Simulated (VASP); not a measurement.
# Ga2O3 (C2/m) in VASP: single point with r2SCAN

Aim: the single point of Ga2O3 with r2SCAN.

Everything below comes from runs of VASP 6.6.1. Logs are shortened: lines on timing, memory, paths and dates and some standing lists are left out, and cuts for length are marked.

## (1) The cell of the first run

The structure is monoclinic, space group C2/m (No. 12). The conventional cell has a = 12.500 Å, b = 3.100 Å, c = 5.752 Å, α = 90.00°, β = 104.23°, γ = 90.00°. Within 2.6 Å of Ga (site symmetry m) lie 6 O at 1.95 to 2.10 Å. Ga (site symmetry m) has 4 O at 1.84 to 1.88 Å within 2.4 Å. Within 2.5 Å of O (site symmetry m) lie 3 Ga at 1.85 to 1.97 Å. Within 2.7 Å of O (site symmetry m) lie 4 Ga at 1.88 to 2.10 Å and 3 O at 2.60 to 2.69 Å. Within 2.4 Å of O (site symmetry m) lie 3 Ga at 1.84 to 1.95 Å.

## (2) Single point, r2SCAN (epitaxial xy strain +2.0%)

Contents of POSCAR:

```
Ga2O3
1.0
    6.2499615533     -1.5499491160     -0.0025833965
    6.2499615533      1.5499491160     -0.0025833965
   -1.4113114636      0.0000000000      5.5763762978
Ga O
4 6
Direct
    0.3414319123      0.3414319123      0.6867850506
    0.6585680877      0.6585680877      0.3132149494
    0.9129214243      0.9129214243      0.2104209876
    0.0870785757      0.0870785757      0.7895790124
    0.5029911043      0.5029911043      0.7408294434
    0.4970088957      0.4970088957      0.2591705566
    0.8254816479      0.8254816479      0.4334545514
    0.1745183521      0.1745183521      0.5665454486
    0.1600909304      0.1600909304      0.1082987671
    0.8399090696      0.8399090696      0.8917012329
```

Contents of INCAR.step1:

```
SYSTEM = Ga2O3
ALGO = Normal ; EDIFF = 1E-4
ENCUT = 520 ; GGA = PE
ISMEAR = 0 ; LASPH = .TRUE.
LCHARG = .FALSE. ; LREAL = .FALSE.
LWAVE = .TRUE. ; NBANDS = 55
NELM = 100 ; PREC = Accurate
SIGMA = 0.01
```

Contents of INCAR.step2:

```
SYSTEM = Ga2O3
ALGO = Normal ; EDIFF = 1E-7
ENCUT = 520 ; ISIF = 2
ISMEAR = 0 ; ISTART = 1
LASPH = .TRUE. ; LCHARG = .TRUE.
LELF = .TRUE. ; LMIXTAU = .TRUE.
LREAL = .FALSE. ; LVHAR = .TRUE.
LWAVE = .FALSE. ; METAGGA = R2SCAN
NBANDS = 55 ; NELM = 100
PREC = Accurate ; SIGMA = 0.01
```

Contents of KPOINTS:

```
k-points
0
G
  8 8 4
  0 0 0
```

Potentials or basis: VASP PAW PBE potentials, release 64 (Ga_d, O).

Run with:

```bash
$ cat potpaw_PBE.64/Ga_d/POTCAR potpaw_PBE.64/O/POTCAR > POTCAR
$ cp INCAR.step1 INCAR
$ mpirun -np 1 vasp_std > vasp.out
$ cp INCAR.step2 INCAR
$ mpirun -np 1 vasp_std > vasp.out
```

OUTCAR:

```text
SYSTEM = Ga2O3
   EDIFF = 1E-7
   ENCUT = 520
   ISIF = 2
   ISMEAR = 0
   ISTART = 1
   LASPH = .TRUE.
   LREAL = .FALSE.
   METAGGA = R2SCAN
   NELM = 100
   PREC = Accurate

 ion  position               nearest neighbor table
   1  0.341  0.341  0.687-  10 1.95  10 1.95   5 1.97   8 2.03   7 2.10   7 2.10
   2  0.659  0.659  0.313-   9 1.95   9 1.95   6 1.97   7 2.03   8 2.10   8 2.10
   3  0.913  0.913  0.210-  10 1.84   6 1.85   6 1.85   7 1.88
   4  0.087  0.087  0.790-   9 1.84   5 1.85   5 1.85   8 1.88
   5  0.503  0.503  0.741-   4 1.85   4 1.85   1 1.97
   6  0.497  0.497  0.259-   3 1.85   3 1.85   2 1.97
   7  0.825  0.825  0.433-   3 1.88   2 2.03   1 2.10   1 2.10
   8  0.175  0.175  0.567-   4 1.88   1 2.03   2 2.10   2 2.10
   9  0.160  0.160  0.108-   4 1.84   2 1.95   2 1.95
  10  0.840  0.840  0.892-   3 1.84   1 1.95   1 1.95

  LATTYP: Found a base centered monoclinic cell.
 ALAT       =    12.4999241744
 B/A-ratio  =     0.2479933629
 C/A-ratio  =     0.4601785677
 COS(beta)  =    -0.2457524083

  Lattice vectors:

 A1 = (   6.2499615533,  -1.5499491160,  -0.0025833965)
 A2 = (   6.2499615533,   1.5499491160,  -0.0025833965)
 A3 = (  -1.4113114636,   0.0000000000,   5.5763762978)

Analysis of symmetry for initial positions (statically):
=====================================================================
 Subroutine PRICEL returns:
 Original cell was already a primitive cell.

 Routine SETGRP: Setting up the symmetry group for a
 base centered monoclinic supercell.

 Subroutine GETGRP returns: Found  4 space group operations
 (whereof  4 operations were pure point group operations)
 out of a pool of  4 trial point group operations.

The static configuration has the point symmetry C_2h.

Analysis of symmetry for dynamics (positions and initial velocities):
=====================================================================
 Subroutine PRICEL returns:
 Original cell was already a primitive cell.

 Routine SETGRP: Setting up the symmetry group for a
 base centered monoclinic supercell.

 Subroutine GETGRP returns: Found  4 space group operations
 (whereof  4 operations were pure point group operations)
 out of a pool of  4 trial point group operations.

The dynamic configuration has the point symmetry C_2h.

 Subroutine INISYM returns: Found  4 space group operations
 (whereof  4 operations are pure point group operations),
 and found     1 'primitive' translations

----------------------------------------------------------------------------------------

                                     Primitive cell

  volume of cell :     108.0268

  direct lattice vectors                    reciprocal lattice vectors
     6.249961553 -1.549949116 -0.002583397     0.080008862 -0.322591235  0.020249248
     6.249961553  1.549949116 -0.002583397     0.080008862  0.322591235  0.020249248
    -1.411311464  0.000000000  5.576376298     0.000074132  0.000000000  0.179346689

  length of vectors
     6.439283217  6.439283217  5.752197203     0.332981313  0.332981313  0.179346704

  position of ions in fractional coordinates (direct lattice)
     0.341431912  0.341431912  0.686785051
     0.658568088  0.658568088  0.313214949
     0.912921424  0.912921424  0.210420988
     0.087078576  0.087078576  0.789579012
     0.502991104  0.502991104  0.740829443
     0.497008896  0.497008896  0.259170557
     0.825481648  0.825481648  0.433454551
     0.174518352  0.174518352  0.566545449
     0.160090930  0.160090930  0.108298767
     0.839909070  0.839909070  0.891701233

  ion indices of the primitive-cell ions
   primitive index   ion index
                 1           1
                 2           2
                 3           3
                 4           4
                 5           5
                 6           6
                 7           7
                 8           8
                 9           9
                10          10

----------------------------------------------------------------------------------------

 KPOINTS: k-points

Automatic generation of k-mesh.
 Grid dimensions read from file:
 generate k-points for:    8    8    4

 Generating k-lattice:

  Cartesian coordinates                     Fractional coordinates (reciprocal lattice)
     0.010001108 -0.040323904  0.002531156     0.125000000  0.000000000  0.000000000
     0.010001108  0.040323904  0.002531156     0.000000000  0.125000000  0.000000000
     0.000018533  0.000000000  0.044836672     0.000000000  0.000000000  0.250000000

  Length of vectors
     0.041622664  0.041622664  0.044836676

  Shift w.r.t. Gamma in fractional coordinates (k-lattice)
     0.000000000  0.000000000  0.000000000

 Subroutine IBZKPT returns following result:
 ===========================================

 Found     78 irreducible k-points:

 Following reciprocal coordinates:
            Coordinates               Weight
  0.000000  0.000000  0.000000      1.000000
  0.125000  0.000000 -0.000000      4.000000
  0.250000  0.000000 -0.000000      4.000000
  0.375000 -0.000000 -0.000000      4.000000
  0.500000  0.000000 -0.000000      2.000000
  0.125000  0.125000 -0.000000      2.000000
[... 16 lines left out ...]
  0.125000  0.000000  0.250000      4.000000
  0.250000  0.000000  0.250000      4.000000
 [... further k-points ...]
   k-points           NKPTS =     78   k-points in BZ     NKDIM =     78   number of bands    NBANDS=     55
   number of dos      NEDOS =    301   number of ions     NIONS =     10
   total plane-waves  NPLWV = 110592
   dimension x,y,z NGX =    48 NGY =   48 NGZ =   48
   dimension x,y,z NGXF=    96 NGYF=   96 NGZF=   96
   ions per type =               4   6
   NGX,Y,Z   is equivalent  to a cutoff of  12.39, 12.39, 13.87 a.u.
   NGXF,Y,Z  is equivalent  to a cutoff of  24.78, 24.78, 27.75 a.u.
 SYSTEM =  Ga2O3
   PREC   = accura    normal or accurate (medium, high low for compatibility)
   ISTART =      1    job   : 0-new  1-cont  2-samecut
   ICHARG =      0    charge: 1-file 2-atom 10-const
   ISPIN  =      1    spin polarized calculation?
   LNONCOLLINEAR =      F non collinear calculations
   LSORBIT =      F    spin-orbit coupling
   LASPH  =      T    aspherical Exc in radial PAW
   ENCUT  =  520.0 eV  38.22 Ry    6.18 a.u.  11.97 11.97 10.70*2*pi/ulx,y,z
   NELM   =    100;   NELMIN=  2; NELMDL=  0     # of ELM steps
   EDIFF  = 0.1E-06   stopping-criterion for ELM
   LREAL  =      F    real-space projection
   EDIFFG = 0.1E-05   stopping-criterion for IOM
   NSW    =      0    number of steps for IOM
   IBRION =     -1    ionic relax: 0-MD 1-quasi-New 2-CG
   NFREE  =      0    steps in history (QN), initial steepest desc. (CG)
   ISIF   =      2    stress and relaxation
   ISYM   =      2    0-nonsym 1-usesym 2-fastsym
   POTIM  = 0.5000    time-step for ionic-motion
   TEBEG  =    0.0;   TEEND  =   0.0 temperature during run
   PSTRESS=    0.0 pullay stress
   NELECT =      88.0000    total number of electrons
   NUPDOWN=      -1.0000    fix difference up-down
   EMIN   =  10.00;   EMAX   =-10.00  energy-range for DOS
   EFERMI =   0.00;   METHOD = LEGACY
   ISMEAR =     0;   SIGMA  =   0.01  broadening in eV -4-tet -1-fermi 0-gaus
   EFERMI_NEDOS =   21; number of points for ismear=-14 and -15
   IALGO  =     38    algorithm
   IMIX   =      4    mixing-type and parameters
     AMIX     =   0.40;   BMIX     =  1.00
     AMIX_MAG =   1.60;   BMIX_MAG =  1.00
  volume/ion in A,a.u.               =      10.80        72.90
  Fermi-wavevector in a.u.,A,eV,Ry     =   1.528945  2.889287 31.805977  2.337673
  Thomas-Fermi vector in A             =   2.636634
   LORBIT       =      0    0 simple, 1 ext, 2 COOP (PROOUT), +10 PAW based schemes
   METAGGA = R2SCAN    functional components
   LHFCALC =     F    Hartree Fock is set to
   AEXX    =    0.0000 exact exchange contribution
   IVDW    =     0    specifies the selected vdW correction
   LEPSILON=     F    determine dielectric tensor
   LRPA    =     F    only Hartree local field effects (RPA)
 non-spin polarized calculation
 Gauss-broadening in eV      SIGMA  =   0.01
  energy-cutoff  :      520.00
  volume of cell :      108.03
 maximum number of plane-waves:      2926
   NGX = 23   NGY = 23   NGZ = 21

 number of electron      87.9999979 magnetization

 Free energy of the ion-electron system (eV)
  ---------------------------------------------------
  ext. energy  EPLUGINS =         0.00000000
  ---------------------------------------------------
  free energy    TOTEN  =      -102.37904999 eV

  energy without entropy =     -102.37904999  energy(sigma->0) =     -102.37904999

 E-fermi :   3.3535     XC(G=0): -12.3366

 val. band max:        3.2102000453   @ k =   0.0000   0.0000   0.0000
 cond. band min:       5.9200930363   @ k =   0.0000   0.0000   0.0000
 fundamental gap:      2.7098929909
 Fermi energy:         3.3535049879

 k-point     1 :       0.0000    0.0000    0.0000
  band No.  band energies     occupation
      1     -16.5035      2.00000
      2     -15.3879      2.00000
      3     -15.3601      2.00000
      4     -15.3266      2.00000
      5     -14.8577      2.00000
      6     -14.8284      2.00000
[... 47 lines left out ...]
     54      16.1569      0.00000
     55      16.5835      0.00000

 k-point     2 :       0.1250    0.0000   -0.0000
  band No.  band energies     occupation
      1     -16.3934      2.00000
      2     -15.4045      2.00000
      3     -15.3184      2.00000
      4     -15.2415      2.00000
      5     -14.8608      2.00000
      6     -14.8309      2.00000
[... 47 lines left out ...]
     54      15.3128      0.00000
     55      15.4747      0.00000
[... 1216 lines left out ...]
     54      15.4903      0.00000
     55      15.8934      0.00000

 k-point    24 :       0.2500    0.0000    0.2500
  band No.  band energies     occupation
      1     -15.9886      2.00000
      2     -15.4542      2.00000
      3     -15.2973      2.00000
      4     -15.0822      2.00000
      5     -14.8859      2.00000
      6     -14.8318      2.00000
[... 47 lines left out ...]
     54      14.5911      0.00000
     55      15.8134      0.00000

 [... further k-points ...]

------------------------ aborting loop because EDIFF is reached ----------------------------------------

  FORCE on cell =-STRESS in cart. coord.  units (eV):
  Direction    XX          YY          ZZ          XY          YZ          ZX
  --------------------------------------------------------------------------------------
  -------------------------------------------------------------------------------------
  Total       -2.8501069     -4.3574516      1.0901627      0.0000000      0.0000000      0.1059083
  in kB      -42.2707851    -64.6266640     16.1685277      0.0000000      0.0000000      1.5707580
  external PRESSURE =     -30.2429738 kB  Pullay stress =       0.0000000 kB

 VOLUME and BASIS-vectors are now :
 -----------------------------------------------------------------------------
  energy-cutoff  :      520.00
  volume of cell :      108.03
      direct lattice vectors                 reciprocal lattice vectors
     6.249961553 -1.549949116 -0.002583397     0.080008862 -0.322591235  0.020249248
     6.249961553  1.549949116 -0.002583397     0.080008862  0.322591235  0.020249248
    -1.411311464  0.000000000  5.576376298     0.000074132  0.000000000  0.179346689

 POSITION                                       TOTAL-FORCE (eV/Angst)
 -----------------------------------------------------------------------------------
      3.29861      0.00000      3.82801         0.010774      0.000000     -0.041849
      7.79001      0.00000      1.74320        -0.010774      0.000000      0.041849
     11.11448      0.00000      1.16867        -0.016519      0.000000      0.019214
     -0.02587      0.00000      4.40254         0.016519      0.000000     -0.019214
      5.24181      0.00000      4.12854        -0.072845      0.000000     -0.028553
      5.84680      0.00000      1.44266         0.072845      0.000000      0.028553
      9.70672      0.00000      2.41284        -0.036695      0.000000      0.052413
      1.38189      0.00000      3.15837         0.036695      0.000000     -0.052413
      1.84828      0.00000      0.60309         0.055221      0.000000      0.037882
      9.24033      0.00000      4.96812        -0.055221      0.000000     -0.037882
 -----------------------------------------------------------------------------------
    total drift:                                0.000000      0.000000      0.000000

  FREE ENERGIE OF THE ION-ELECTRON SYSTEM (eV)
  ---------------------------------------------------
  free  energy   TOTEN  =      -102.3790499915 eV

  energy  without entropy=     -102.3790499915  energy(sigma->0) =     -102.37904999
```

It took 27 min on 1 thread of Intel Xeon 6975P-C (Granite Rapids), shared host; peak memory 0.57 GiB.

Results:

* Free energy: -102.3790 eV
* Pressure: -3.0 GPa
* Largest force: 0.078 eV/Å
* Band gap on the k mesh: 2.71 eV

Forces in eV/Å, atoms in the order of the input:
```
Ga   0.011  0.000 -0.042
Ga  -0.011  0.000  0.042
Ga  -0.017  0.000  0.019
Ga   0.017  0.000 -0.019
O   -0.073  0.000 -0.029
O    0.073  0.000  0.029
O   -0.037  0.000  0.052
O    0.037  0.000 -0.052
O    0.055  0.000  0.038
O   -0.055  0.000 -0.038
```

Stress tensor (GPa, compression positive):
```
-4.23  0.00  0.16
 0.00 -6.46  0.00
 0.16  0.00  1.62
```

Caveat: the cell differs from its parent crystal (epitaxial xy strain +2.0%); the stress differs along the axes, from -6 to 2 GPa; the PAW data sets were made with another functional, which shifts forces and pressure a little. A k mesh can miss the band edges.
